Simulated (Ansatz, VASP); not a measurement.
## NaI in VASP and in Ansatz

```xyz
2
Lattice="0.0000 3.1311 3.1311 3.1311 0.0000 3.1311 3.1311 3.1311 0.0000" Properties=species:S:1:pos:R:3 pbc="T T T"
Na    0.0000    0.0000    0.0000
I     3.1311    3.1311    3.1311
```

Alike in both runs: task single point; functional PBEsol; k mesh 6 × 6 × 6; non-collinear spin, spin-orbit coupling.

```csv
,VASP,Ansatz
version,VASP 6.6.1,Ansatz 0.2.0
potentials or method,"VASP PAW PBE potentials, release 64 (Na_pv, I)","PAW with Ansatz's default frozen-core files, fully relativistic files with spin-orbit coupling"
plane-wave cutoff (eV),520,420
occupations,"gaussian, width 0.01 eV",fixed
valence electrons in the cell,14,26
```

|  | VASP | Ansatz | Ansatz less VASP |
| --- | --- | --- | --- |
| pressure (GPa) | 1.4 | 1.4 | -0.06 |
| net moment per atom (μB) | 0.00 | 0.00 | 0.000 |

VASP's potentials were made for PBE, not for PBEsol. VASP's potentials hold 14 valence electrons a cell and Ansatz's 26, so a difference there can come from the potentials and not from the codes.
